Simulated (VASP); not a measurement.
Here is a VASP 6.6.1 calculation.

File INCAR:

```
SYSTEM = TiAl
  PREC = Accurate
  ENCUT = 500
  EDIFF = 1E-6
  ISMEAR = -1
  SIGMA = 0.15
  LREAL = .FALSE.
  LASPH = .TRUE.
  NELM = 120
  ALGO = Normal
  ISIF = 2
  LWAVE = .FALSE.
  LCHARG = .FALSE.
  GGA = PS
  NBANDS = 14
  GGA_COMPAT = .FALSE.
```

The input KPOINTS:

```
Automatic mesh
0
G
  7 7 7
  0 0 0
```

The input POSCAR:

```
TiAl
1.0
    3.2145826691      0.0000000000      0.0000000000
    0.0000000000      3.2145826691      0.0000000000
    0.0000000000      0.0000000000      3.2145826691
Ti Al
1 1
Direct
    0.5000000000      0.5000000000      0.5000000000
    0.0000000000      0.0000000000      0.0000000000
```

Potentials or basis: VASP PAW PBE potentials, release 64 (Ti_sv, Al).

Launch:

```console
$ cat potpaw_PBE.64/Ti_sv/POTCAR potpaw_PBE.64/Al/POTCAR > POTCAR
$ mpirun -np 1 vasp_std > vasp.out
```

**Question.** Estimate the pressure.

**Answer.** -5.4 GPa.

Caveat: the PAW data sets were made with another functional, which shifts forces and pressure a little.
